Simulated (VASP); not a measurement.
Runs of VASP 6.6.1 on BN. The structure is that of space group P6_3/mmc (No. 194), or close to it. The cells are those of the table. 

```tsv
task	level	potentials or basis	cell	k mesh	cutoff (eV)	smearing	tolerance level	purpose	route	dipole correction	gap on the mesh (eV)	pressure (GPa)
band structure	SCAN	VASP PAW PBE potentials, release 64 (N, B)	a = 2.498, b = 2.498, c = 6.636 Å, angles 90.0, 90.0, 120.0°, 4 atoms	8 × 8 × 3	460	gaussian 0.03 eV	standard	bands	KPOINTS_OPT	-	4.77	-1.0
single point	BLYP+D4	VASP PAW PBE potentials, release 64 (N, B)	a = 2.531, b = 2.531, c = 6.723 Å, angles 90.0, 90.0, 120.0°, 4 atoms	12 × 12 × 4	520	fermi-dirac 0.05 eV	-	-	-	no	(b)	(a)
relaxation of cell and atoms	revPBE	VASP PAW PBE potentials, release 64 (N_h, B_h)	relaxed from a = 2.498, b = 2.498, c = 6.636 Å, angles 90.0, 90.0, 120.0°, 4 atoms	12 × 12 × 4	910	fermi-dirac 0.05 eV	-	-	-	no	4.49	0.0
single point	LDA	VASP PAW LDA potentials, release 64 (N, B)	a = 2.489, b = 2.489, c = 6.495 Å, angles 90.0, 90.0, 120.0°, 4 atoms	12 × 12 × 4	520	fermi-dirac 0.05 eV	-	-	-	no	4.05	0.5
```

Alike in all rows: no spin polarisation.

Problem. Fill in the values left out.

Solution. (a) -7.1; (b) 4.31.

Caveats: the PAW data sets were made with another functional, which shifts forces and pressure a little (at least some runs); the cutoff is under 1.25 times the usual one of these potentials, so pressure, stress and relaxed cells hold a basis-set (Pulay) error (at least some runs); the cell stands under tension (at least some runs); this functional lacks dispersion, which binds the layers, so the pressure and a relaxed spacing across them are unreliable (at least some runs).

A k mesh can miss the band edges.
